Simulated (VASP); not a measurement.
Li6Be2Nb:

```
CELL_PARAMETERS angstrom
0.00000 3.59884 3.59884
3.59884 0.00000 3.59884
3.59884 3.59884 0.00000
ATOMIC_POSITIONS crystal
Li 0.21500 0.78500 0.21500
Li 0.21500 0.78500 0.78500
Li 0.78500 0.21500 0.21500
Li 0.78500 0.78500 0.21500
Li 0.21500 0.21500 0.78500
Li 0.78500 0.21500 0.78500
Be 0.25000 0.25000 0.25000
Be 0.75000 0.75000 0.75000
Nb 0.00000 0.00000 0.00000
```

* Program: VASP 6.6.1
* Task: relaxation of cell and atoms
* Functional: PBE
* Potentials or basis: VASP PAW PBE potentials, release 64 (Li_sv, Be, Nb_sv)
* Cutoff: 600 eV
* k mesh: 4 × 4 × 4
* Occupations: gaussian, width 0.1 eV
* Spin: no spin polarisation

At the start: pressure 71.6 GPa; volume 10.36 Å³/atom.

**Question.** Where does the relaxation end?

**Answer.** Over 9 steps the energy falls by 2500.2 meV/atom and the volume is 15.66 Å³/atom (+51.2 %); space group Fm-3m (No. 225, to 0.05 Å).

The path:
```tsv
step	energy change (eV)	largest force (eV/Å)	pressure (GPa)	volume (Å³)
1	0.0000	14.2291	71.57	93.22
2	-21.1137	1.5140	-5.39	170.62
3	-22.4153	0.5148	0.54	140.46
4	-22.4831	0.0569	-1.09	146.03
5	-22.4840	0.1513	-0.77	144.82
6	-22.4946	0.1101	-0.41	143.15
7	-22.5007	0.0416	0.17	140.59
8	-22.5007	0.0440	0.15	140.67
9	-22.5014	0.0161	0.06	140.98
```

Final structure:
```
Li Be Nb
1.0
     0.00000    4.13092    4.13092
     4.13092    0.00000    4.13092
     4.13092    4.13092    0.00000
Li Be Nb
6 2 1
Cartesian
  4.1309 2.3961 4.1309
  5.8657 4.1309 4.1309
  2.3961 4.1309 4.1309
  4.1309 4.1309 5.8657
  4.1309 4.1309 2.3961
  4.1309 5.8657 4.1309
  2.0655 2.0655 2.0655
  6.1964 6.1964 6.1964
  0.0000 0.0000 0.0000
```

Caveat: the k points lie up to 0.33 Å⁻¹ apart in the final cell; the cutoff is under 1.25 times the usual one of these potentials, so pressure, stress and relaxed cells hold a basis-set (Pulay) error; the volume moved by over 15 % at a fixed basis, so the end points are rough.
